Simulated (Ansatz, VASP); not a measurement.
# Two plane-wave programs on Ba

File POSCAR:

```
Ba
1.0
   -2.5065000000      2.5065000000      2.5065000000
    2.5065000000     -2.5065000000      2.5065000000
    2.5065000000      2.5065000000     -2.5065000000
Ba
1
Direct
    0.0000000000      0.0000000000      0.0000000000
```

File INCAR.step1:

```
SYSTEM = Ba
PREC = Accurate
ENCUT = 550
ISMEAR = -1
SIGMA = 0.025
LREAL = .FALSE.
LASPH = .TRUE.
NELM = 120
NBANDS = 11
GGA = PE
ALGO = Normal
EDIFF = 1E-5
LWAVE = .TRUE.
LCHARG = .FALSE.
GGA_COMPAT = .FALSE.
```

File INCAR.step2:

```
SYSTEM = Ba
PREC = Accurate
ENCUT = 550
EDIFF = 1E-6
ISMEAR = -1
SIGMA = 0.025
LREAL = .FALSE.
LASPH = .TRUE.
NELM = 120
ALGO = Normal
ISIF = 2
LWAVE = .FALSE.
LCHARG = .FALSE.
METAGGA = R2SCAN
LMIXTAU = .TRUE.
IVDW = 13
VDW_S6 = 1.0
VDW_S8 = 0.6018749
VDW_A1 = 0.51559235
VDW_A2 = 5.77342911
NBANDS = 11
ISTART = 1
GGA_COMPAT = .FALSE.
```

The input KPOINTS:

```
regular mesh
0
G
  8 8 8
  0 0 0
```

The input input.yaml:

```yaml
crystal:
  lattice: { a: 5.013, b: 5.013, c: 5.013, alpha: 90.0, beta: 90.0, gamma: 90.0 }
  space_group: 229
  reduce_to_primitive: true
  atoms:
    - { symbol: Ba, wyckoff: "2a", position: [0.0, 0.0, 0.0] }
hamiltonian:
  xc: r2scan
  pseudopotentials: { kind: nc, accuracy: standard }
  dispersion: d4
kpoints:
  mp_grid: { grid: [8, 8, 8] }
scf:
  occupations: { method: fermi_dirac, width: 0.025 }
  n_extra_bands: 6
output:
  forces: true
  stress: true
  eigenvalues: true
  dos: { projected: false, de: 0.05, nscf_kmesh: { grid: [12, 12, 12] } }
```

Alike in both runs: functional r2SCAN; dispersion D4; k mesh 8 × 8 × 8; occupations fermi-dirac, width 0.025 eV; no spin polarisation.

|  | VASP | Ansatz |
| --- | --- | --- |
| version | VASP 6.6.1 | Ansatz 0.2.0 |
| potentials or method | VASP PAW PBE potentials, release 64 (Ba_sv) | PseudoDojo standard (PBE files) |
| plane-wave cutoff (eV) | 550 | 770 |
| valence electrons in the cell | 10 | 10 |
| task | single point | density of states |

Ansatz gave:

| Quantity | Value |
| --- | --- |
| gap on the k mesh at the Fermi level (eV) | none |
| pressure (GPa) | 0.0 |

Problem. Which values does VASP return?

Solution. gap on the k mesh at the Fermi level (eV): none; pressure (GPa): 0.2.

VASP's potentials were made for PBE, not for r2SCAN. A gap of «none» marks a metal or a gap that the smearing closes.

Neither program's run includes spin-orbit coupling. Noted on Ansatz's run: the meta-GGA runs on potentials made for a GGA.
